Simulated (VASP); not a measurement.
# C (Fd-3m) in VASP: further runs

The runs below take C through single point, with PBE, LDA.

Everything below comes from runs of VASP 6.6.1. Logs are shortened: lines on timing, memory, paths and dates and some standing lists are left out, and cuts for length are marked.

**1. The cell of the first run**

Symmetry: Fd-3m, No. 227, cubic system. The conventional cell has a = 3.560 Å, b = 3.560 Å, c = 3.560 Å, α = 90.00°, β = 90.00°, γ = 90.00°. Within 2.1 Å of C (site symmetry -43m) lie 4 C at 1.54 Å.

**2. Single point, PBE**

INCAR reads:

```
PREC = Accurate
ENCUT = 520
EDIFF = 1E-6
ISMEAR = 0
SIGMA = 0.01
LREAL = False
LASPH = True
NELM = 60
ALGO = Normal
ISIF = 2
LWAVE = False
LCHARG = False
GGA = PE
NBANDS = 11
```

KPOINTS reads:

```
Automatic mesh
0
Gamma
  6 6 6
```

POSCAR reads:

```
C
1.0
    0.0000000000      1.7801243542      1.7801243542
    1.7801243542      0.0000000000      1.7801243542
    1.7801243542      1.7801243542      0.0000000000
C
2
Direct
    0.0000000000      0.0000000000      0.0000000000
    0.2500000000      0.2500000000      0.2500000000
```

Potentials or basis: VASP PAW PBE potentials, release 64 (C).

Command:

```sh
$ cat potpaw_PBE.64/C/POTCAR > POTCAR
$ mpirun -np 1 vasp_std > vasp.out
```

OUTCAR:

```text
PREC = Accurate
   ENCUT = 520
   EDIFF = 1E-6
   ISMEAR = 0
   LREAL = False
   LASPH = True
   NELM = 60
   ISIF = 2
   GGA = PE

 ion  position               nearest neighbor table
   1  0.000  0.000  0.000-   2 1.54   2 1.54   2 1.54   2 1.54
   2  0.250  0.250  0.250-   1 1.54   1 1.54   1 1.54   1 1.54

  LATTYP: Found a face centered cubic cell.
 ALAT       =     3.5602487084

  Lattice vectors:

 A1 = (   0.0000000000,   1.7801243542,   1.7801243542)
 A2 = (   1.7801243542,   0.0000000000,   1.7801243542)
 A3 = (   1.7801243542,   1.7801243542,   0.0000000000)

Analysis of symmetry for initial positions (statically):
=====================================================================
 Subroutine PRICEL returns:
 Original cell was already a primitive cell.

 Routine SETGRP: Setting up the symmetry group for a
 face centered cubic supercell.

 Subroutine GETGRP returns: Found 48 space group operations
 (whereof 24 operations were pure point group operations)
 out of a pool of 48 trial point group operations.

The static configuration has the point symmetry T_d .
 The point group associated with its full space group is O_h .

Analysis of symmetry for dynamics (positions and initial velocities):
=====================================================================
 Subroutine PRICEL returns:
 Original cell was already a primitive cell.

 Routine SETGRP: Setting up the symmetry group for a
 face centered cubic supercell.

 Subroutine GETGRP returns: Found 48 space group operations
 (whereof 24 operations were pure point group operations)
 out of a pool of 48 trial point group operations.

The dynamic configuration has the point symmetry T_d .
 The point group associated with its full space group is O_h .

 Subroutine INISYM returns: Found 48 space group operations
 (whereof 24 operations are pure point group operations),
 and found     1 'primitive' translations

----------------------------------------------------------------------------------------

                                     Primitive cell

  volume of cell :      11.2819

  direct lattice vectors                    reciprocal lattice vectors
     0.000000000  1.780124354  1.780124354    -0.280879254  0.280879254  0.280879254
     1.780124354  0.000000000  1.780124354     0.280879254 -0.280879254  0.280879254
     1.780124354  1.780124354  0.000000000     0.280879254  0.280879254 -0.280879254

  length of vectors
     2.517476004  2.517476004  2.517476004     0.486497138  0.486497138  0.486497138

  position of ions in fractional coordinates (direct lattice)
     0.000000000  0.000000000  0.000000000
     0.250000000  0.250000000  0.250000000

  ion indices of the primitive-cell ions
   primitive index   ion index
                 1           1
                 2           2

----------------------------------------------------------------------------------------

 KPOINTS: Automatic mesh

Automatic generation of k-mesh.
 Grid dimensions read from file:
 generate k-points for:    6    6    6

 Generating k-lattice:

  Cartesian coordinates                     Fractional coordinates (reciprocal lattice)
    -0.046813209  0.046813209  0.046813209     0.166666667  0.000000000  0.000000000
     0.046813209 -0.046813209  0.046813209     0.000000000  0.166666667  0.000000000
     0.046813209  0.046813209 -0.046813209     0.000000000  0.000000000  0.166666667

  Length of vectors
     0.081082856  0.081082856  0.081082856

  Shift w.r.t. Gamma in fractional coordinates (k-lattice)
     0.000000000  0.000000000  0.000000000

 Subroutine IBZKPT returns following result:
 ===========================================

 Found     16 irreducible k-points:

 Following reciprocal coordinates:
            Coordinates               Weight
  0.000000  0.000000  0.000000      1.000000
  0.166667  0.000000  0.000000      8.000000
  0.333333  0.000000  0.000000      8.000000
  0.500000  0.000000  0.000000      4.000000
  0.166667  0.166667  0.000000      6.000000
  0.333333  0.166667  0.000000     24.000000
[... 8 lines left out ...]
 -0.333333  0.333333  0.166667     24.000000
 -0.333333  0.500000  0.166667     12.000000
   k-points           NKPTS =     16   k-points in BZ     NKDIM =     16   number of bands    NBANDS=     11
   number of dos      NEDOS =    301   number of ions     NIONS =      2
   total plane-waves  NPLWV =   8000
   dimension x,y,z NGX =    20 NGY =   20 NGZ =   20
   dimension x,y,z NGXF=    40 NGYF=   40 NGZF=   40
   ions per type =               2
   NGX,Y,Z   is equivalent  to a cutoff of  13.21, 13.21, 13.21 a.u.
   NGXF,Y,Z  is equivalent  to a cutoff of  26.41, 26.41, 26.41 a.u.
 SYSTEM =  unknown system
   PREC   = accura    normal or accurate (medium, high low for compatibility)
   ISTART =      0    job   : 0-new  1-cont  2-samecut
   ICHARG =      2    charge: 1-file 2-atom 10-const
   ISPIN  =      1    spin polarized calculation?
   LNONCOLLINEAR =      F non collinear calculations
   LSORBIT =      F    spin-orbit coupling
   LASPH  =      T    aspherical Exc in radial PAW
   ENCUT  =  520.0 eV  38.22 Ry    6.18 a.u.   4.68  4.68  4.68*2*pi/ulx,y,z
   NELM   =     60;   NELMIN=  2; NELMDL= -5     # of ELM steps
   EDIFF  = 0.1E-05   stopping-criterion for ELM
   LREAL  =      F    real-space projection
   EDIFFG = 0.1E-04   stopping-criterion for IOM
   NSW    =      0    number of steps for IOM
   IBRION =     -1    ionic relax: 0-MD 1-quasi-New 2-CG
   NFREE  =      0    steps in history (QN), initial steepest desc. (CG)
   ISIF   =      2    stress and relaxation
   ISYM   =      2    0-nonsym 1-usesym 2-fastsym
   POTIM  = 0.5000    time-step for ionic-motion
   TEBEG  =    0.0;   TEEND  =   0.0 temperature during run
   PSTRESS=    0.0 pullay stress
   NELECT =       8.0000    total number of electrons
   NUPDOWN=      -1.0000    fix difference up-down
   EMIN   =  10.00;   EMAX   =-10.00  energy-range for DOS
   EFERMI =   0.00;   METHOD = LEGACY
   ISMEAR =     0;   SIGMA  =   0.01  broadening in eV -4-tet -1-fermi 0-gaus
   EFERMI_NEDOS =   21; number of points for ismear=-14 and -15
   IALGO  =     38    algorithm
   IMIX   =      4    mixing-type and parameters
     AMIX     =   0.40;   BMIX     =  1.00
     AMIX_MAG =   1.60;   BMIX_MAG =  1.00
  volume/ion in A,a.u.               =       5.64        38.07
  Fermi-wavevector in a.u.,A,eV,Ry     =   1.459860  2.758735 28.996609  2.131191
  Thomas-Fermi vector in A             =   2.576377
   LORBIT       =      0    0 simple, 1 ext, 2 COOP (PROOUT), +10 PAW based schemes
   GGA     = PE    functional components
   LHFCALC =     F    Hartree Fock is set to
   AEXX    =    0.0000 exact exchange contribution
   IVDW    =     0    specifies the selected vdW correction
   LEPSILON=     F    determine dielectric tensor
   LRPA    =     F    only Hartree local field effects (RPA)
 non-spin polarized calculation
 Gauss-broadening in eV      SIGMA  =   0.01
  energy-cutoff  :      520.00
  volume of cell :       11.28
 maximum number of plane-waves:       310
   NGX =  9   NGY =  9   NGZ =  9

 number of electron       7.9999999 magnetization

 Free energy of the ion-electron system (eV)
  ---------------------------------------------------
  ext. energy  EPLUGINS =         0.00000000
  ---------------------------------------------------
  free energy    TOTEN  =       -18.17431676 eV

  energy without entropy =      -18.17431676  energy(sigma->0) =      -18.17431676

 E-fermi :   9.9668     XC(G=0): -13.2769

 val. band max:        9.8128253898   @ k =   0.0000   0.0000   0.0000
 cond. band min:      13.9768794742   @ k =   0.3333   0.3333   0.0000
 fundamental gap:      4.1640540844
 Fermi energy:         9.9667951227

 k-point     1 :       0.0000    0.0000    0.0000
  band No.  band energies     occupation
      1     -11.7395      2.00000
      2       9.8128      2.00000
      3       9.8128      2.00000
      4       9.8128      2.00000
      5      15.4168      0.00000
      6      15.4168      0.00000
      7      15.4168      0.00000
      8      23.2703      0.00000
      9      29.1755      0.00000
     10      36.4047      0.00000
     11      36.4047      0.00000

 k-point     2 :       0.1667    0.0000    0.0000
  band No.  band energies     occupation
      1     -10.9695      2.00000
      2       6.0407      2.00000
      3       8.7836      2.00000
      4       8.7836      2.00000
      5      16.7666      0.00000
      6      16.7666      0.00000
      7      17.2416      0.00000
      8      23.8934      0.00000
      9      30.1673      0.00000
     10      32.6669      0.00000
     11      32.6669      0.00000

 k-point     3 :       0.3333    0.0000    0.0000
  band No.  band energies     occupation
      1      -8.7107      2.00000
      2       0.4053      2.00000
      3       7.4812      2.00000
      4       7.4812      2.00000
      5      18.1143      0.00000
      6      18.1143      0.00000
      7      18.4461      0.00000
      8      25.1342      0.00000
      9      30.8397      0.00000
     10      33.0915      0.00000
     11      33.0915      0.00000

 k-point     4 :       0.5000    0.0000    0.0000
  band No.  band energies     occupation
      1      -5.9317      2.00000
      2      -3.6213      2.00000
      3       6.9984      2.00000
      4       6.9984      2.00000
      5      18.2940      0.00000
      6      18.2940      0.00000
      7      18.7346      0.00000
      8      25.5604      0.00000
      9      31.7889      0.00000
     10      34.0925      0.00000
     11      35.8289      0.00000
[... 127 lines left out ...]
 k-point    14 :       0.5000    0.3333    0.1667
  band No.  band energies     occupation
      1      -6.7619      2.00000
      2       1.0970      2.00000
      3       2.4634      2.00000
      4       4.9822      2.00000
      5      17.5398      0.00000
      6      19.8281      0.00000
      7      21.3060      0.00000
      8      24.0454      0.00000
      9      30.5603      0.00000
     10      31.9388      0.00000
     11      37.0080      0.00000

 k-point    15 :      -0.3333    0.3333    0.1667
  band No.  band energies     occupation
      1      -4.1478      2.00000
      2      -1.9488      2.00000
      3       1.9573      2.00000
      4       3.8526      2.00000
      5      18.6235      0.00000
      6      19.8968      0.00000
      7      23.6347      0.00000
      8      23.8786      0.00000
      9      28.0159      0.00000
     10      33.3017      0.00000
     11      37.2028      0.00000

 k-point    16 :      -0.3333    0.5000    0.1667
  band No.  band energies     occupation
      1      -2.4408      2.00000
      2      -2.4408      2.00000
      3       1.9592      2.00000
      4       1.9592      2.00000
      5      18.0581      0.00000
      6      18.0581      0.00000
      7      24.3946      0.00000
      8      24.3946      0.00000
      9      31.5923      0.00000
     10      31.5923      0.00000
     11      40.5788      0.00000

------------------------ aborting loop because EDIFF is reached ----------------------------------------

  FORCE on cell =-STRESS in cart. coord.  units (eV):
  Direction    XX          YY          ZZ          XY          YZ          ZX
  --------------------------------------------------------------------------------------
  -------------------------------------------------------------------------------------
  Total        0.3506080      0.3506080      0.3506080     -0.0000000     -0.0000000      0.0000000
  in kB       49.7910573     49.7910573     49.7910573     -0.0000000     -0.0000000      0.0000000
  external PRESSURE =      49.7910573 kB  Pullay stress =       0.0000000 kB

 VOLUME and BASIS-vectors are now :
 -----------------------------------------------------------------------------
  energy-cutoff  :      520.00
  volume of cell :       11.28
      direct lattice vectors                 reciprocal lattice vectors
     0.000000000  1.780124354  1.780124354    -0.280879254  0.280879254  0.280879254
     1.780124354  0.000000000  1.780124354     0.280879254 -0.280879254  0.280879254
     1.780124354  1.780124354  0.000000000     0.280879254  0.280879254 -0.280879254

 POSITION                                       TOTAL-FORCE (eV/Angst)
 -----------------------------------------------------------------------------------
      0.00000      0.00000      0.00000        -0.000000      0.000000      0.000000
      0.89006      0.89006      0.89006         0.000000     -0.000000     -0.000000
 -----------------------------------------------------------------------------------
    total drift:                                0.000000      0.000000      0.000000

  FREE ENERGIE OF THE ION-ELECTRON SYSTEM (eV)
  ---------------------------------------------------
  free  energy   TOTEN  =       -18.1743167599 eV

  energy  without entropy=      -18.1743167599  energy(sigma->0) =      -18.17431676
```

Wall time 1.5 s (1 thread of Intel Xeon 6975P-C (Granite Rapids), shared host); peak memory 0.11 GiB.

What came out:

```
Free energy            : -18.1743 eV
Pressure               : 5.0 GPa
Band gap on the k mesh : 4.16 eV, indirect (least direct gap 5.60 eV)
```

Levels at points of the mesh, in eV from the valence-band top:
```csv
k point,band 2,band 3,band 4,band 5,band 6,band 7
"(0.00, 0.00, 0.00)",0.00,0.00,0.00,5.60,5.60,5.60
"(0.50, 0.00, 0.00)",-13.43,-2.81,-2.81,8.48,8.48,8.92
"(0.50, 0.50, 0.00)",-12.80,-6.33,-6.33,4.77,4.77,16.89
```

Caveat: the k points lie up to 0.51 Å⁻¹ apart. A k mesh can miss the band edges.

**3. Single point, LDA**

This run uses another cell than the first one, of 5.51 Å³/atom, 0.976 times its volume.

INCAR reads:

```
ALGO = Normal
EDIFF = 1E-7
ENCUT = 520
GGA = CA
ISIF = 2
ISMEAR = -1
LASPH = True
LCHARG = False
LREAL = False
LWAVE = False
NBANDS = 11
NELM = 100
PREC = Accurate
SIGMA = 0.02
```

KPOINTS reads:

```
k-points
0
Gamma
  12 12 12
```

POSCAR reads:

```
C
1.0
    0.0000000000      1.7658723519      1.7658723519
    1.7658723519      0.0000000000      1.7658723519
    1.7658723519      1.7658723519      0.0000000000
C
2
Direct
    0.0000000000      0.0000000000      0.0000000000
    0.2500000000      0.2500000000      0.2500000000
```

Potentials or basis: VASP PAW LDA potentials, release 64 (C).

Command:

```sh
$ cat potpaw_LDA.64/C/POTCAR > POTCAR
$ mpirun -np 1 vasp_std > vasp.out
```

Wall time 3.2 s (1 thread of Intel Xeon 6975P-C (Granite Rapids), shared host); peak memory 0.11 GiB.

Results (log left out):

- Free energy: -20.2452 eV
- Pressure: 1.6 GPa
- Band gap on the k mesh: 4.20 eV, indirect (least direct gap 5.63 eV)

Levels at points of the mesh, in eV from the valence-band top:
```
           k point  band 1  band 2  band 3  band 4  band 5  band 6  band 7  band 8
(0.00, 0.00, 0.00)  -21.72    0.00    0.00    0.00    5.63    5.63    5.63   14.24
(0.50, 0.00, 0.00)  -15.70  -13.69   -2.87   -2.87    8.51    8.51    9.42   15.67
(0.50, 0.50, 0.00)  -12.82  -12.82   -6.47   -6.47    4.77    4.77   17.08   17.08
```

A k mesh can miss the band edges.

**4. Single point, PBE**

This run uses another cell than the first one, of 5.69 Å³/atom, 1.009 times its volume.

INCAR reads:

```
SYSTEM = C
PREC     = Accurate       ! precision mode
ENCUT    = 520            ! plane-wave cutoff, eV
EDIFF    = 1E-6           ! SCF threshold, eV
ISMEAR   = -1             ! smearing method
SIGMA    = 0.02           ! smearing width, eV
LREAL    = .FALSE.        ! projectors in reciprocal space
LASPH    = .TRUE.         ! aspherical terms in the spheres
NELM     = 80             ! most SCF steps
ALGO     = Normal         ! electronic algorithm
ISIF     = 2              ! what is computed and relaxed
LWAVE    = .FALSE.        ! write WAVECAR
LCHARG   = .FALSE.        ! write CHGCAR
GGA      = PE             ! functional
NBANDS   = 11             ! bands
```

KPOINTS reads:

```
Automatic mesh
0
G
  12 12 12
  0 0 0
```

POSCAR reads:

```
C
1.0
    0.0000000000      1.7857368639      1.7857368639
    1.7857368639      0.0000000000      1.7857368639
    1.7857368639      1.7857368639      0.0000000000
C
2
Direct
    0.0000000000      0.0000000000      0.0000000000
    0.2500000000      0.2500000000      0.2500000000
```

Potentials or basis: VASP PAW PBE potentials, release 64 (C).

Command:

```sh
$ cat potpaw_PBE.64/C/POTCAR > POTCAR
$ mpirun -np 1 vasp_std > vasp.out
```

Run time: 3.5 s. Hardware: 1 thread of Intel Xeon 6975P-C (Granite Rapids), shared host; peak memory 0.12 GiB.

It converged, with:

| Quantity | Value |
| --- | --- |
| Free energy | -18.1858 eV |
| Pressure | 0.7 GPa |
| Band gap on the k mesh | 4.14 eV, indirect (least direct gap 5.58 eV) |

Levels at points of the mesh, in eV from the valence-band top:
```csv
k point,band 2,band 3,band 4,band 5,band 6,band 7
"(0.00, 0.00, 0.00)",0.00,0.00,0.00,5.58,5.58,5.58
"(0.50, 0.00, 0.00)",-13.33,-2.79,-2.79,8.44,8.44,8.79
"(0.50, 0.50, 0.00)",-12.74,-6.27,-6.27,4.75,4.75,16.75
```

A k mesh can miss the band edges. As with any semilocal functional, this PBE gap is likely too small.

**5. Single point, PBE**

INCAR reads:

```
SYSTEM = C
  PREC = Accurate
  ENCUT = 520
  EDIFF = 1E-7
  ISMEAR = -1
  SIGMA = 0.02
  LREAL = .FALSE.
  LASPH = .TRUE.
  NELM = 80
  ALGO = Normal
  ISIF = 2
  LWAVE = .FALSE.
  LCHARG = .FALSE.
  GGA = PE
  NBANDS = 11
```

KPOINTS reads:

```
regular mesh
0
G
  12 12 12
  0 0 0
```

POSCAR reads:

```
C
1.0
    0.0000000000      1.7801243542      1.7801243542
    1.7801243542      0.0000000000      1.7801243542
    1.7801243542      1.7801243542      0.0000000000
C
2
Direct
    0.0000000000      0.0000000000      0.0000000000
    0.2500000000      0.2500000000      0.2500000000
```

Command:

```sh
$ cat potpaw_PBE.64/C/POTCAR > POTCAR
$ mpirun -np 1 vasp_std > vasp.out
```

Wall time 3.5 s (1 thread of Intel Xeon 6975P-C (Granite Rapids), shared host); peak memory 0.12 GiB.

Results (log left out):

| Property | Result |
| --- | --- |
| Free energy | -18.1837 eV |
| Pressure | 4.9 GPa |
| Band gap on the k mesh | 4.17 eV, indirect (least direct gap 5.60 eV) |

Levels at points of the mesh, in eV from the valence-band top:
| k point | band 1 | band 2 | band 3 | band 4 | band 5 | band 6 | band 7 | band 8 | band 9 |
| --- | --- | --- | --- | --- | --- | --- | --- | --- | --- |
| (0.00, 0.00, 0.00) | -21.55 | 0.00 | 0.00 | 0.00 | 5.60 | 5.60 | 5.60 | 13.46 | 19.36 |
| (0.50, 0.00, 0.00) | -15.74 | -13.43 | -2.81 | -2.81 | 8.48 | 8.48 | 8.92 | 15.75 | 21.98 |
| (0.50, 0.50, 0.00) | -12.80 | -12.80 | -6.33 | -6.33 | 4.77 | 4.77 | 16.89 | 16.89 | 23.34 |

**6. Summary**

| level | potentials or basis | cell | k mesh | smearing | gap on the mesh (eV) | pressure (GPa) |
| --- | --- | --- | --- | --- | --- | --- |
| PBE | VASP PAW PBE potentials, release 64 (C) | a = 2.517 Å, angles 60.0°, 2 atoms | 6 × 6 × 6 | gaussian 0.01 eV | 4.16 | 5.0 |
| LDA | VASP PAW LDA potentials, release 64 (C) | a = 2.497 Å, angles 60.0°, 2 atoms | 12 × 12 × 12 | fermi-dirac 0.02 eV | 4.20 | 1.6 |
| PBE | VASP PAW PBE potentials, release 64 (C) | a = 2.525 Å, angles 60.0°, 2 atoms | 12 × 12 × 12 | fermi-dirac 0.02 eV | 4.14 | 0.7 |
| PBE | VASP PAW PBE potentials, release 64 (C) | a = 2.517 Å, angles 60.0°, 2 atoms | 12 × 12 × 12 | fermi-dirac 0.02 eV | 4.17 | 4.9 |

Alike in all rows: task single point; no spin polarisation; cutoff (eV) 520.

Caveats: some runs use coarse meshes.

Total energies depend on the potentials used, so only differences within one code and one set of settings carry meaning.
